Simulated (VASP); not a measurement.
# Tc (P6_3/mmc) in VASP: further runs

Tc is run at these levels: PBEsol; tasks: single point.

Everything below comes from runs of VASP 6.6.1. Logs are shortened: lines on timing, memory, paths and dates and some standing lists are left out, and cuts for length are marked.

### 1 The cell of the first run

The structure is hexagonal, space group P6_3/mmc (No. 194). Conventional cell: a = 2.739 Å, b = 2.739 Å, c = 8.419 Å, α = 90.00°, β = 90.00°, γ = 120.00°. Within 3.5 Å of Tc (site symmetry -6m2) lie 12 Tc at 2.63 to 2.74 Å. Within 3.5 Å of Tc (site symmetry -3m) lie 12 Tc at 2.63 to 2.74 Å.

### 2 Single point, PBEsol

Input file INCAR:

```
SYSTEM = Tc
PREC = Accurate
ENCUT = 520
EDIFF = 1E-6
ISMEAR = -1
SIGMA = 0.05
LREAL = .FALSE.
LASPH = .TRUE.
NELM = 60
ALGO = Normal
ISIF = 2
LWAVE = .FALSE.
LCHARG = .TRUE.
GGA = PS
LELF = .TRUE.
LVHAR = .TRUE.
NBANDS = 34
```

Input file KPOINTS:

```
regular mesh
0
G
  9 9 3
  0 0 0
```

Input file POSCAR:

```
Tc
1.0
    2.7393552909      0.0000000000      0.0000000000
   -1.3696776454      2.3723512719      0.0000000000
    0.0000000000      0.0000000000      8.4188970624
Tc
4
Direct
    0.6666666667      0.3333333333      0.7500000000
    0.0000000000      0.0000000000      0.5000000000
    0.3333333333      0.6666666667      0.2500000000
    0.0000000000      0.0000000000      0.0000000000
```

Potentials or basis: VASP PAW PBE potentials, release 64 (Tc_pv).

The run is started by

```bash
$ cat potpaw_PBE.64/Tc_pv/POTCAR > POTCAR
$ mpirun -np 1 vasp_std > vasp.out
```

OUTCAR:

```text
SYSTEM = Tc
   PREC = Accurate
   ENCUT = 520
   EDIFF = 1E-6
   ISMEAR = -1
   LREAL = .FALSE.
   LASPH = .TRUE.
   NELM = 60
   ISIF = 2
   GGA = PS

 ion  position               nearest neighbor table
   1  0.667  0.333  0.750-   2 2.63   4 2.63   2 2.63   4 2.63   2 2.63   4 2.63
   2  0.000  0.000  0.500-   1 2.63   3 2.63   3 2.63   1 2.63   1 2.63   3 2.63
   3  0.333  0.667  0.250-   2 2.63   4 2.63   2 2.63   4 2.63   2 2.63   4 2.63
   4  0.000  0.000  0.000-   1 2.63   3 2.63   3 2.63   1 2.63   1 2.63   3 2.63

  LATTYP: Found a hexagonal cell.
 ALAT       =     2.7393552909
 C/A-ratio  =     3.0733133049

  Lattice vectors:

 A1 = (   2.7393552909,   0.0000000000,   0.0000000000)
 A2 = (  -1.3696776454,   2.3723512719,   0.0000000000)
 A3 = (   0.0000000000,   0.0000000000,   8.4188970624)

Analysis of symmetry for initial positions (statically):
=====================================================================
 Subroutine PRICEL returns:
 Original cell was already a primitive cell.

 Routine SETGRP: Setting up the symmetry group for a
 hexagonal supercell.

 Subroutine GETGRP returns: Found 24 space group operations
 (whereof 12 operations were pure point group operations)
 out of a pool of 24 trial point group operations.

The static configuration has the point symmetry D_3d.
 The point group associated with its full space group is D_6h.

Analysis of symmetry for dynamics (positions and initial velocities):
=====================================================================
 Subroutine PRICEL returns:
 Original cell was already a primitive cell.

 Routine SETGRP: Setting up the symmetry group for a
 hexagonal supercell.

 Subroutine GETGRP returns: Found 24 space group operations
 (whereof 12 operations were pure point group operations)
 out of a pool of 24 trial point group operations.

The dynamic configuration has the point symmetry D_3d.
 The point group associated with its full space group is D_6h.

 Subroutine INISYM returns: Found 24 space group operations
 (whereof 12 operations are pure point group operations),
 and found     1 'primitive' translations

----------------------------------------------------------------------------------------

                                     Primitive cell

  volume of cell :      54.7120

  direct lattice vectors                    reciprocal lattice vectors
     2.739355291  0.000000000  0.000000000     0.365049398  0.210761368  0.000000000
    -1.369677645  2.372351272  0.000000000     0.000000000  0.421522736  0.000000000
     0.000000000  0.000000000  8.418897062     0.000000000  0.000000000  0.118780405

  length of vectors
     2.739355291  2.739355291  8.418897062     0.421522736  0.421522736  0.118780405

  position of ions in fractional coordinates (direct lattice)
     0.666666667  0.333333333  0.750000000
     0.000000000  0.000000000  0.500000000
     0.333333333  0.666666667  0.250000000
     0.000000000  0.000000000  0.000000000

  ion indices of the primitive-cell ions
   primitive index   ion index
                 1           1
                 2           2
                 3           3
                 4           4

----------------------------------------------------------------------------------------

 KPOINTS: regular mesh

Automatic generation of k-mesh.
 Grid dimensions read from file:
 generate k-points for:    9    9    3

 Generating k-lattice:

  Cartesian coordinates                     Fractional coordinates (reciprocal lattice)
     0.040561044  0.023417930  0.000000000     0.111111111  0.000000000  0.000000000
     0.000000000  0.046835860  0.000000000     0.000000000  0.111111111  0.000000000
     0.000000000  0.000000000  0.039593468     0.000000000  0.000000000  0.333333333

  Length of vectors
     0.046835860  0.046835860  0.039593468

  Shift w.r.t. Gamma in fractional coordinates (k-lattice)
     0.000000000  0.000000000  0.000000000

 Subroutine IBZKPT returns following result:
 ===========================================

 Found     24 irreducible k-points:

 Following reciprocal coordinates:
            Coordinates               Weight
  0.000000  0.000000  0.000000      1.000000
  0.111111 -0.000000  0.000000      6.000000
  0.222222 -0.000000  0.000000      6.000000
  0.333333 -0.000000  0.000000      6.000000
  0.444444 -0.000000  0.000000      6.000000
  0.111111  0.111111  0.000000      6.000000
[... 16 lines left out ...]
  0.333333  0.222222  0.333333     24.000000
  0.333333  0.333333  0.333333      4.000000
   k-points           NKPTS =     24   k-points in BZ     NKDIM =     24   number of bands    NBANDS=     34
   number of dos      NEDOS =    301   number of ions     NIONS =      4
   total plane-waves  NPLWV =  25600
   dimension x,y,z NGX =    20 NGY =   20 NGZ =   64
   dimension x,y,z NGXF=    40 NGYF=   40 NGZF=  128
   ions per type =               4
   NGX,Y,Z   is equivalent  to a cutoff of  12.14, 12.14, 12.64 a.u.
   NGXF,Y,Z  is equivalent  to a cutoff of  24.28, 24.28, 25.28 a.u.
 SYSTEM =  Tc
   PREC   = accura    normal or accurate (medium, high low for compatibility)
   ISTART =      0    job   : 0-new  1-cont  2-samecut
   ICHARG =      2    charge: 1-file 2-atom 10-const
   ISPIN  =      1    spin polarized calculation?
   LNONCOLLINEAR =      F non collinear calculations
   LSORBIT =      F    spin-orbit coupling
   LASPH  =      T    aspherical Exc in radial PAW
   ENCUT  =  520.0 eV  38.22 Ry    6.18 a.u.   5.09  5.09 15.65*2*pi/ulx,y,z
   NELM   =     60;   NELMIN=  2; NELMDL= -5     # of ELM steps
   EDIFF  = 0.1E-05   stopping-criterion for ELM
   LREAL  =      F    real-space projection
   EDIFFG = 0.1E-04   stopping-criterion for IOM
   NSW    =      0    number of steps for IOM
   IBRION =     -1    ionic relax: 0-MD 1-quasi-New 2-CG
   NFREE  =      0    steps in history (QN), initial steepest desc. (CG)
   ISIF   =      2    stress and relaxation
   ISYM   =      2    0-nonsym 1-usesym 2-fastsym
   POTIM  = 0.5000    time-step for ionic-motion
   TEBEG  =    0.0;   TEEND  =   0.0 temperature during run
   PSTRESS=    0.0 pullay stress
   NELECT =      52.0000    total number of electrons
   NUPDOWN=      -1.0000    fix difference up-down
   EMIN   =  10.00;   EMAX   =-10.00  energy-range for DOS
   EFERMI =   0.00;   METHOD = LEGACY
   ISMEAR =    -1;   SIGMA  =   0.05  broadening in eV -4-tet -1-fermi 0-gaus
   EFERMI_NEDOS =   21; number of points for ismear=-14 and -15
   IALGO  =     38    algorithm
   IMIX   =      4    mixing-type and parameters
     AMIX     =   0.40;   BMIX     =  1.00
     AMIX_MAG =   1.60;   BMIX_MAG =  1.00
  volume/ion in A,a.u.               =      13.68        92.30
  Fermi-wavevector in a.u.,A,eV,Ry     =   1.609589  3.041683 35.249673  2.590778
  Thomas-Fermi vector in A             =   2.705275
   LORBIT       =      0    0 simple, 1 ext, 2 COOP (PROOUT), +10 PAW based schemes
   GGA     = PS    functional components
   LHFCALC =     F    Hartree Fock is set to
   AEXX    =    0.0000 exact exchange contribution
   IVDW    =     0    specifies the selected vdW correction
   LEPSILON=     F    determine dielectric tensor
   LRPA    =     F    only Hartree local field effects (RPA)
 non-spin polarized calculation
  energy-cutoff  :      520.00
  volume of cell :       54.71
 maximum number of plane-waves:      1488
   NGX = 11   NGY = 11   NGZ = 31

 number of electron      51.9999995 magnetization

 Free energy of the ion-electron system (eV)
  ---------------------------------------------------
  ext. energy  EPLUGINS =         0.00000000
  ---------------------------------------------------
  free energy    TOTEN  =       -44.94053914 eV

  energy without entropy =      -44.91648787  energy(sigma->0) =      -44.92851350

 E-fermi :  13.4178     XC(G=0): -14.2067

 val. band max:       13.3739927187   @ k =   0.3333   0.3333   0.3333
 cond. band min:      13.4270005833   @ k =   0.1111   0.1111   0.0000
 fundamental gap:      0.0530078646
 Fermi energy:        13.4177959903

 k-point     1 :       0.0000    0.0000    0.0000
  band No.  band energies     occupation
      1     -26.2945      2.00000
      2     -25.5301      2.00000
      3     -25.4412      2.00000
      4     -25.0180      2.00000
      5     -25.0180      2.00000
      6     -24.8912      2.00000
[... 26 lines left out ...]
     33      15.4088      0.00000
     34      15.5901      0.00000

 k-point     2 :       0.1111   -0.0000    0.0000
  band No.  band energies     occupation
      1     -26.2368      2.00000
      2     -25.5678      2.00000
      3     -25.4882      2.00000
      4     -25.1277      2.00000
      5     -25.0583      2.00000
      6     -24.9505      2.00000
[... 26 lines left out ...]
     33      15.3545      0.00000
     34      15.6495      0.00000

 k-point     3 :       0.2222   -0.0000    0.0000
  band No.  band energies     occupation
      1     -26.0813      2.00000
      2     -25.7069      2.00000
      3     -25.6704      2.00000
      4     -25.3807      2.00000
      5     -25.2063      2.00000
      6     -25.1544      2.00000
[... 26 lines left out ...]
     33      16.2901      0.00000
     34      16.3775      0.00000

 k-point     4 :       0.3333   -0.0000    0.0000
  band No.  band energies     occupation
      1     -26.0081      2.00000
      2     -25.9439      2.00000
      3     -25.7709      2.00000
      4     -25.6463      2.00000
      5     -25.5450      2.00000
      6     -25.2569      2.00000
[... 26 lines left out ...]
     33      17.1016      0.00000
     34      17.1700      0.00000

 k-point     5 :       0.4444   -0.0000    0.0000
  band No.  band energies     occupation
      1     -26.1482      2.00000
      2     -26.1357      2.00000
      3     -25.8086      2.00000
      4     -25.7668      2.00000
      5     -25.5296      2.00000
      6     -25.3210      2.00000
[... 621 lines left out ...]
 k-point    22 :       0.2222    0.2222    0.3333
  band No.  band energies     occupation
      1     -25.9589      2.00000
      2     -25.8848      2.00000
      3     -25.8564      2.00000
      4     -25.7312      2.00000
      5     -25.4811      2.00000
      6     -25.3957      2.00000
[... 26 lines left out ...]
     33      17.5441      0.00000
     34      17.7177      0.00000

 k-point    23 :       0.3333    0.2222    0.3333
  band No.  band energies     occupation
      1     -25.9783      2.00000
      2     -25.9614      2.00000
      3     -25.8625      2.00000
      4     -25.7999      2.00000
      5     -25.5246      2.00000
      6     -25.5046      2.00000
[... 26 lines left out ...]
     33      19.5586      0.00000
     34      20.0273      0.00000

 k-point    24 :       0.3333    0.3333    0.3333
  band No.  band energies     occupation
      1     -25.8984      2.00000
      2     -25.8984      2.00000
      3     -25.8775      2.00000
      4     -25.7062      2.00000
      5     -25.6285      2.00000
      6     -25.6285      2.00000
[... 26 lines left out ...]
     33      21.5554      0.00000
     34      21.7471      0.00000

------------------------ aborting loop because EDIFF is reached ----------------------------------------

  FORCE on cell =-STRESS in cart. coord.  units (eV):
  Direction    XX          YY          ZZ          XY          YZ          ZX
  --------------------------------------------------------------------------------------
  -------------------------------------------------------------------------------------
  Total        0.9868569      0.9868569      6.2753383      0.0000000      0.0000000     -0.0000000
  in kB       28.8989603     28.8989603    183.7660024      0.0000000      0.0000000     -0.0000000
  external PRESSURE =      80.5213077 kB  Pullay stress =       0.0000000 kB

 VOLUME and BASIS-vectors are now :
 -----------------------------------------------------------------------------
  energy-cutoff  :      520.00
  volume of cell :       54.71
      direct lattice vectors                 reciprocal lattice vectors
     2.739355291  0.000000000  0.000000000     0.365049398  0.210761368  0.000000000
    -1.369677645  2.372351272  0.000000000     0.000000000  0.421522736  0.000000000
     0.000000000  0.000000000  8.418897062     0.000000000  0.000000000  0.118780405

 POSITION                                       TOTAL-FORCE (eV/Angst)
 -----------------------------------------------------------------------------------
      1.36968      0.79078      6.31417        -0.000000      0.000000     -0.000000
      0.00000      0.00000      4.20945        -0.000000      0.000000      0.000000
     -0.00000      1.58157      2.10472         0.000000      0.000000      0.000000
      0.00000      0.00000      0.00000        -0.000000      0.000000      0.000000
 -----------------------------------------------------------------------------------
    total drift:                                0.000000     -0.000000      0.000000

  FREE ENERGIE OF THE ION-ELECTRON SYSTEM (eV)
  ---------------------------------------------------
  free  energy   TOTEN  =       -44.9405391355 eV

  energy  without entropy=      -44.9164878676  energy(sigma->0) =      -44.92851350
```

Wall time 78 s (1 thread of Intel Xeon 8259CL, shared host); peak memory 0.18 GiB.

What came out:

| Item | Value |
| --- | --- |
| Free energy | -44.9405 eV |
| Pressure | 8.1 GPa |
| Band gap on the k mesh | zero (bands 26 and 27 overlap by 2.80 eV) |

Stress tensor (GPa, compression positive):
```
 2.89  0.00  0.00
 0.00  2.89  0.00
 0.00  0.00 18.38
```

Caveat: the stress differs along the axes, from 3 to 18 GPa; the PAW data sets were made with another functional, which shifts forces and pressure a little.

(Part 1 of 3 ends here.)

The gap in the log of VASP goes by the Fermi energy; the results here count the filled bands.